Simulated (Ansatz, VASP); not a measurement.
## GaAs: VASP beside Ansatz

INCAR

```
PREC     = Accurate       # precision mode
ENCUT    = 520            # plane-wave cutoff, eV
EDIFF    = 1E-6           # SCF threshold, eV
ISMEAR   = -1             # smearing method
SIGMA    = 0.05           # smearing width, eV
LREAL    = False          # projectors in reciprocal space
LASPH    = True           # aspherical terms in the spheres
NELM     = 80             # most SCF steps
ALGO     = Normal         # electronic algorithm
ISIF     = 2              # what is computed and relaxed
LWAVE    = False          # write WAVECAR
LCHARG   = False          # write CHGCAR
GGA      = PE             # functional
NBANDS   = 16             # bands
```

File KPOINTS:

```
regular mesh
0
Gamma
  11 11 11
```

The input POSCAR:

```
GaAs
1.0
    0.0000000000      2.8078772807      2.8078772807
    2.8078772807      0.0000000000      2.8078772807
    2.8078772807      2.8078772807      0.0000000000
Ga As
1 1
Direct
    0.0000000000      0.0000000000      0.0000000000
    0.7500000000      0.7500000000      0.7500000000
```

Input for Ansatz:

```yaml
crystal:
  lattice:
    - [0.0, 2.8078772807, 2.8078772807]
    - [2.8078772807, 0.0, 2.8078772807]
    - [2.8078772807, 2.8078772807, 0.0]
  atoms:
    - { symbol: Ga, position: [0.0, 0.0, 0.0] }
    - { symbol: As, position: [0.75, 0.75, 0.75] }
kpoints:
  mp_grid: { grid: [11, 11, 11] }
  band_path:
    path:
      - [0.0, 0.0, 0.0]
      - [-0.5, -0.5, 0.0]
      - [-0.375, -0.375, 0.25]
      - [-0.375, 0.0, 0.375]
      - [0.0, 0.0, 0.0]
      - [0.0, 0.0, 0.5]
      - [-0.5, -0.25, 0.25]
      - [-0.5, -0.5, 0.0]
    npoints: 5
scf:
  occupations: { method: fermi_dirac, width: 0.05 }
hamiltonian:
  xc: pbe
  pseudopotentials: { kind: all_electron, lapw: { basis_error: 0.0005 } }
output:
  forces: true
  stress: true
  eigenvalues: true
```

Change from the starting cell: volume scaled by 0.98.

Alike in both runs: task single point; functional PBE; k mesh 11 × 11 × 11; occupations fermi-dirac, width 0.05 eV; no spin polarisation.

```csv
,VASP,Ansatz
version,VASP 6.6.1,Ansatz 0.2.0
potentials or method,"VASP PAW PBE potentials, release 64 (Ga_d, As), cutoff 520 eV","all-electron LAPW, scalar-relativistic"
```

Ansatz gave:

```
pressure (GPa) : 4.9
```

**Question.** What did VASP give for the same quantities?

**Answer.** Pressure (GPa): 5.1.

Ansatz ran all-electron here, and VASP with PAW potentials.
